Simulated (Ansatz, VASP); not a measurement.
CsPbCl3: VASP beside Ansatz

```xyz
5
Lattice="5.7344 0.0000 0.0000 0.0000 5.7344 0.0000 0.0000 0.0000 5.7344" Properties=species:S:1:pos:R:3 pbc="T T T"
Cs    0.0000    0.0000    0.0000
Pb    2.8672    2.8672    2.8672
Cl    0.0000    2.8672    2.8672
Cl    2.8672    0.0000    2.8672
Cl    2.8672    2.8672    0.0000
```

Alike in both runs: functional PBE; k mesh 6 × 6 × 6; occupations gaussian, width 0.02 eV; no spin polarisation.

Ansatz relaxed the structure, and its values are those at the end. VASP's run is a single point on that final structure, the one shown.

|  | VASP | Ansatz |
| --- | --- | --- |
| version | VASP 6.6.1 | Ansatz 0.2.0 |
| potentials or method | VASP PAW PBE potentials, release 64 (Cs_sv, Pb_d, Cl), cutoff 520 eV | scalar-relativistic, plane waves, PAW |
| valence electrons in the cell | 44 | 44 |

VASP gave:

| Property | Result |
| --- | --- |
| gap on the k mesh at the Fermi level (eV) | 2.22 |
| least direct gap on the mesh (eV) | 2.22 |
| pressure (GPa) | 0.0 |

What did Ansatz give for the same quantities?

gap on the k mesh at the Fermi level (eV): 2.21; least direct gap on the mesh (eV): 2.21; pressure (GPa): 0.0.

Neither program's run includes spin-orbit coupling.
